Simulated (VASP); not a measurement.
# SrO (Fm-3m) in VASP: notebook

The runs below take SrO through single point, with PBE.

Everything below comes from runs of VASP 6.6.1. Logs are shortened: lines on timing, memory, paths and dates and some standing lists are left out, and cuts for length are marked.

## 1. The cell of the first run

It takes space group Fm-3m (No. 225, cubic). The conventional cell has a = 5.028 Å, b = 5.028 Å, c = 5.028 Å, α = 90.00°, β = 90.00°, γ = 90.00°. Sr (site symmetry m-3m) has 6 O at 2.51 Å within 3.3 Å. Within 3.3 Å of O (site symmetry m-3m) lie 6 Sr at 2.51 Å.

## 2. Single point, PBE, non-collinear spin, zero start, spin-orbit coupling

Contents of INCAR:

```
SYSTEM = SrO
PREC = Accurate
ENCUT = 520
EDIFF = 1E-7
ISMEAR = -1
SIGMA = 0.05
LREAL = .FALSE.
LASPH = .TRUE.
NELM = 150
ALGO = Normal
ISIF = 2
LWAVE = .FALSE.
LCHARG = .FALSE.
LNONCOLLINEAR = .TRUE.
MAGMOM = 0 0 0 0 0 0
LORBIT = 11
LSORBIT = .TRUE.
GGA_COMPAT = .FALSE.
LORBMOM = .TRUE.
GGA = PE
NBANDS = 28
```

Contents of KPOINTS:

```
Automatic mesh
0
G
  9 9 9
  0 0 0
```

Contents of POSCAR:

```
SrO
1.0
    0.0000000000      2.5139118308      2.5139118308
    2.5139118308      0.0000000000      2.5139118308
    2.5139118308      2.5139118308      0.0000000000
Sr O
1 1
Direct
    0.5000000000      0.5000000000      0.5000000000
    0.0000000000      0.0000000000      0.0000000000
```

Potentials or basis: VASP PAW PBE potentials, release 64 (Sr_sv, O).

Run with:

```
> cat potpaw_PBE.64/Sr_sv/POTCAR potpaw_PBE.64/O/POTCAR > POTCAR
> mpirun -np 1 vasp_ncl > vasp.out
```

OUTCAR:

```text
SYSTEM = SrO
   PREC = Accurate
   ENCUT = 520
   EDIFF = 1E-7
   ISMEAR = -1
   LREAL = .FALSE.
   LASPH = .TRUE.
   NELM = 150
   ISIF = 2
   LNONCOLLINEAR = .TRUE.
   LORBIT = 11
   LSORBIT = .TRUE.
   GGA = PE

 ion  position               nearest neighbor table
   1  0.500  0.500  0.500-   2 2.51   2 2.51   2 2.51   2 2.51   2 2.51   2 2.51
   2  0.000  0.000  0.000-   1 2.51   1 2.51   1 2.51   1 2.51   1 2.51   1 2.51

  LATTYP: Found a face centered cubic cell.
 ALAT       =     5.0278236616

  Lattice vectors:

 A1 = (   0.0000000000,   2.5139118308,   2.5139118308)
 A2 = (   2.5139118308,   0.0000000000,   2.5139118308)
 A3 = (   2.5139118308,   2.5139118308,   0.0000000000)

Analysis of symmetry for initial positions (statically):
=====================================================================
 Subroutine PRICEL returns:
 Original cell was already a primitive cell.

 Routine SETGRP: Setting up the symmetry group for a
 face centered cubic supercell.

 Subroutine GETGRP returns: Found 48 space group operations
 (whereof 48 operations were pure point group operations)
 out of a pool of 48 trial point group operations.

The static configuration has the point symmetry O_h .

Analysis of symmetry for dynamics (positions and initial velocities):
=====================================================================
 Subroutine PRICEL returns:
 Original cell was already a primitive cell.

 Routine SETGRP: Setting up the symmetry group for a
 face centered cubic supercell.

 Subroutine GETGRP returns: Found 48 space group operations
 (whereof 48 operations were pure point group operations)
 out of a pool of 48 trial point group operations.

The dynamic configuration has the point symmetry O_h .

Analysis of structural, dynamic, and magnetic symmetry:
=====================================================================
 Subroutine PRICEL returns:
 Original cell was already a primitive cell.

 Routine SETGRP: Setting up the symmetry group for a
 face centered cubic supercell.

 Subroutine GETGRP returns: Found 48 space group operations
 (whereof 48 operations were pure point group operations)
 out of a pool of 48 trial point group operations.

The overall configuration has the point symmetry O_h .

 Subroutine INISYM returns: Found 48 space group operations
 (whereof 48 operations are pure point group operations),
 and found     1 'primitive' translations

----------------------------------------------------------------------------------------

                                     Primitive cell

  volume of cell :      31.7746

  direct lattice vectors                    reciprocal lattice vectors
     0.000000000  2.513911831  2.513911831    -0.198893213  0.198893213  0.198893213
     2.513911831  0.000000000  2.513911831     0.198893213 -0.198893213  0.198893213
     2.513911831  2.513911831  0.000000000     0.198893213  0.198893213 -0.198893213

  length of vectors
     3.555208206  3.555208206  3.555208206     0.344493149  0.344493149  0.344493149

  position of ions in fractional coordinates (direct lattice)
     0.500000000  0.500000000  0.500000000
     0.000000000  0.000000000  0.000000000

  ion indices of the primitive-cell ions
   primitive index   ion index
                 1           1
                 2           2

----------------------------------------------------------------------------------------

 KPOINTS: Automatic mesh

Automatic generation of k-mesh.
 Grid dimensions read from file:
 generate k-points for:    9    9    9

 Generating k-lattice:

  Cartesian coordinates                     Fractional coordinates (reciprocal lattice)
    -0.022099246  0.022099246  0.022099246     0.111111111  0.000000000  0.000000000
     0.022099246 -0.022099246  0.022099246     0.000000000  0.111111111  0.000000000
     0.022099246  0.022099246 -0.022099246     0.000000000  0.000000000  0.111111111

  Length of vectors
     0.038277017  0.038277017  0.038277017

[... 92 lines left out ...]

 Free energy of the ion-electron system (eV)
  ---------------------------------------------------
  ext. energy  EPLUGINS =         0.00000000
  ---------------------------------------------------
  free energy    TOTEN  =       -12.02992646 eV

  energy without entropy =      -12.02992646  energy(sigma->0) =      -12.02992646

 E-fermi :   3.0886     XC(G=0): -10.3497

 val. band max:        2.0183856934   @ k =   0.0000   0.0000   0.0000
 cond. band min:       5.2710250211   @ k =   0.4444   0.4444   0.0000
 fundamental gap:      3.2526393277
 Fermi energy:         3.0886453878

 k-point     1 :       0.0000    0.0000    0.0000
  band No.  band energies     occupation
      1     -30.1667      1.00000
      2     -30.1667      1.00000
      3     -13.1797      1.00000
      4     -13.1797      1.00000
      5     -12.5046      1.00000
      6     -12.5046      1.00000
[... 733 lines left out ...]
     27      13.4831      0.00000
     28      13.4831      0.00000

 [... further k-points ...]

------------------------ aborting loop because EDIFF is reached ----------------------------------------

  FORCE on cell =-STRESS in cart. coord.  units (eV):
  Direction    XX          YY          ZZ          XY          YZ          ZX
  --------------------------------------------------------------------------------------
  -------------------------------------------------------------------------------------
  Total        2.2057490      2.2057490      2.2057490     -0.0000000      0.0000000      0.0000000
  in kB      111.2209360    111.2209360    111.2209360     -0.0000000      0.0000000      0.0000000
  external PRESSURE =     111.2209360 kB  Pullay stress =       0.0000000 kB

 VOLUME and BASIS-vectors are now :
 -----------------------------------------------------------------------------
  energy-cutoff  :      520.00
  volume of cell :       31.77
      direct lattice vectors                 reciprocal lattice vectors
     0.000000000  2.513911831  2.513911831    -0.198893213  0.198893213  0.198893213
     2.513911831  0.000000000  2.513911831     0.198893213 -0.198893213  0.198893213
     2.513911831  2.513911831  0.000000000     0.198893213  0.198893213 -0.198893213

 POSITION                                       TOTAL-FORCE (eV/Angst)
 -----------------------------------------------------------------------------------
      2.51391      2.51391      2.51391         0.000000      0.000000      0.000000
      0.00000      0.00000      0.00000        -0.000000     -0.000000     -0.000000
 -----------------------------------------------------------------------------------
    total drift:                                0.000000      0.000000      0.000000

  FREE ENERGIE OF THE ION-ELECTRON SYSTEM (eV)
  ---------------------------------------------------
  free  energy   TOTEN  =       -12.0299264592 eV

  energy  without entropy=      -12.0299264592  energy(sigma->0) =      -12.02992646

 orbital moment (x)

 # of ion     p       d       tot
 ----------------------------------------
  1         0.000   0.000   0.000
  2         0.000   0.000   0.000
 ----------------------------------------
            0.000   0.000   0.000

 orbital moment (y)

 # of ion     p       d       tot
 ----------------------------------------
  1         0.000  -0.000  -0.000
  2        -0.000   0.000  -0.000
 ----------------------------------------
           -0.000  -0.000  -0.000

 orbital moment (z)

 # of ion     p       d       tot
 ----------------------------------------
  1         0.000   0.000   0.000
  2         0.000   0.000   0.000
 ----------------------------------------
            0.000   0.000   0.000

 Spin-Orbit-Coupling matrix elements

 Ion:    1  E_soc:     -0.1753397
 l=   1
     0.0000000    -0.0291938    -0.0291938
    -0.0291938     0.0000000    -0.0291938
    -0.0291938    -0.0291938     0.0000000
 l=   2
     0.0000000    -0.0000019     0.0000000    -0.0000019    -0.0000276
    -0.0000019     0.0000000    -0.0000207    -0.0000019    -0.0000069
     0.0000000    -0.0000207     0.0000000    -0.0000207     0.0000000
    -0.0000019    -0.0000019    -0.0000207     0.0000000    -0.0000069
    -0.0000276    -0.0000069     0.0000000    -0.0000069     0.0000000
 l=   3
     0.0000000     0.0000000     0.0000000     0.0000000     0.0000000     0.0000000     0.0000000
     0.0000000     0.0000000     0.0000000     0.0000000     0.0000000     0.0000000     0.0000000
     0.0000000     0.0000000     0.0000000     0.0000000     0.0000000     0.0000000     0.0000000
     0.0000000     0.0000000     0.0000000     0.0000000     0.0000000     0.0000000     0.0000000
     0.0000000     0.0000000     0.0000000     0.0000000     0.0000000     0.0000000     0.0000000
     0.0000000     0.0000000     0.0000000     0.0000000     0.0000000     0.0000000     0.0000000
     0.0000000     0.0000000     0.0000000     0.0000000     0.0000000     0.0000000     0.0000000

 Ion:    2  E_soc:     -0.0003202
 l=   1
     0.0000000    -0.0000534    -0.0000534
    -0.0000534     0.0000000    -0.0000534
    -0.0000534    -0.0000534     0.0000000
 l=   2
     0.0000000     0.0000000     0.0000000     0.0000000     0.0000000
     0.0000000     0.0000000     0.0000000     0.0000000     0.0000000
     0.0000000     0.0000000     0.0000000     0.0000000     0.0000000
     0.0000000     0.0000000     0.0000000     0.0000000     0.0000000
     0.0000000     0.0000000     0.0000000     0.0000000     0.0000000
 l=   3
     0.0000000     0.0000000     0.0000000     0.0000000     0.0000000     0.0000000     0.0000000
     0.0000000     0.0000000     0.0000000     0.0000000     0.0000000     0.0000000     0.0000000
     0.0000000     0.0000000     0.0000000     0.0000000     0.0000000     0.0000000     0.0000000
     0.0000000     0.0000000     0.0000000     0.0000000     0.0000000     0.0000000     0.0000000
     0.0000000     0.0000000     0.0000000     0.0000000     0.0000000     0.0000000     0.0000000
     0.0000000     0.0000000     0.0000000     0.0000000     0.0000000     0.0000000     0.0000000
     0.0000000     0.0000000     0.0000000     0.0000000     0.0000000     0.0000000     0.0000000

 total charge

# of ion       s       p       d       tot
------------------------------------------
    1        2.022   5.852   0.291   8.165
    2        1.555   3.451   0.000   5.006
--------------------------------------------------
tot          3.576   9.303   0.291  13.171

 magnetization (x)

# of ion       s       p       d       tot
------------------------------------------
    1        0.000   0.000  -0.000   0.000
    2        0.000   0.000   0.000   0.000
--------------------------------------------------
tot          0.000   0.000  -0.000   0.000

 magnetization (y)

# of ion       s       p       d       tot
------------------------------------------
    1       -0.000  -0.000  -0.000  -0.000
    2       -0.000   0.000   0.000   0.000
--------------------------------------------------
tot         -0.000   0.000  -0.000  -0.000

 magnetization (z)

# of ion       s       p       d       tot
------------------------------------------
    1       -0.000   0.000  -0.000  -0.000
    2        0.000   0.000   0.000   0.000
--------------------------------------------------
tot          0.000   0.000  -0.000  -0.000
```

It took 43 s on 1 thread of AMD EPYC 9R45 (Zen 5), shared host; peak memory 0.24 GiB.

What came out:

```
Free energy                                           : -12.0299 eV
Pressure                                              : 11.1 GPa
Net moment                                            : 0.00 μB per cell
Valence electrons inside the program's atomic spheres : Sr 8.16; O 5.01
```

Moments on the atoms (μB; x, y, z):
```
Sr  0.00 0.00 0.00
O   0.00 0.00 0.00
```

## 3. Single point, PBE, non-collinear spin, zero start, spin-orbit coupling

This run uses another cell than the first one, of 16.23 Å³/atom, 1.021 times its volume.

Contents of INCAR:

```
SYSTEM = SrO
PREC = Accurate
ENCUT = 520
EDIFF = 1E-7
ISMEAR = -1
SIGMA = 0.05
LREAL = .False.
LASPH = .True.
NELM = 150
ALGO = Normal
ISIF = 2
LWAVE = .False.
LCHARG = .False.
MAGMOM = 0 0 0 0 0 0
LORBIT = 11
LSORBIT = .True.
GGA_COMPAT = .False.
LORBMOM = .True.
GGA = PE
NBANDS = 28
```

Contents of KPOINTS:

```
Automatic mesh
0
Gamma
  9 9 9
  0 0 0
```

Contents of POSCAR:

```
SrO
1.0
    0.0000000000      2.5316160185      2.5316160185
    2.5316160185      0.0000000000      2.5316160185
    2.5316160185      2.5316160185      0.0000000000
Sr O
1 1
Direct
    0.5000000000      0.5000000000      0.5000000000
    0.0000000000      0.0000000000      0.0000000000
```

Potentials or basis: VASP PAW PBE potentials, release 64 (Sr_sv, O).

Run with:

```
> cat potpaw_PBE.64/Sr_sv/POTCAR potpaw_PBE.64/O/POTCAR > POTCAR
> mpirun -np 1 vasp_ncl > vasp.out
```

It took 43 s on 1 thread of AMD EPYC 9R45 (Zen 5), shared host; peak memory 0.24 GiB.

The run converged. Its results:

| Property | Result |
| --- | --- |
| Free energy | -12.0717 eV |
| Pressure | 8.5 GPa |
| Net moment | 0.00 μB per cell |
| Valence electrons inside the program's atomic spheres | Sr 8.15; O 5.00 |

Moments on the atoms (μB; x, y, z):
```
Sr  0.00 0.00 0.00
O   0.00 0.00 0.00
```

(Continued in part 2 of 2.)
